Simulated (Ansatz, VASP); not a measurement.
**InSb3 in VASP and in Ansatz**

```xyz
4
Lattice="0.0000 3.6621 3.6621 3.6621 0.0000 3.6621 3.6621 3.6621 0.0000" Properties=species:S:1:pos:R:3 pbc="T T T"
In    0.0000    0.0000    0.0750
Sb    1.8310    1.8310    1.8310
Sb    5.4931    5.4931    5.4931
Sb    3.6621    3.6621    3.6621
```

Change from the starting cell: all In atoms moved +0.075 Å, as atom 1 along Cartesian [0 0 1].

Alike in both runs: task single point; functional PBEsol; dispersion D3(BJ); k mesh 12 × 12 × 12; occupations gaussian, width 0.15 eV; no spin polarisation.

```csv
,VASP,Ansatz
version,VASP 6.6.1,Ansatz 0.2.0
potentials or method,"VASP PAW PBE potentials, release 64 (In_d, Sb), cutoff 520 eV","scalar-relativistic, plane waves, PAW"
valence electrons in the cell,28,58
```

```csv
,VASP,Ansatz,Ansatz less VASP
gap on the k mesh at the Fermi level (eV),none,none,-
pressure (GPa),0.4,0.4,-0.04
rms of the force components (eV/Å),0.085,0.085,-0.0005
```

VASP's potentials were made for PBE, not for PBEsol. Atom by atom the forces differ by 0.001 eV/Å (rms over components). A gap of «none» marks a metal or a gap that the smearing closes. VASP's potentials hold 28 valence electrons a cell and Ansatz's 58, so a difference there can come from the potentials and not from the codes.

Neither program's run includes spin-orbit coupling.
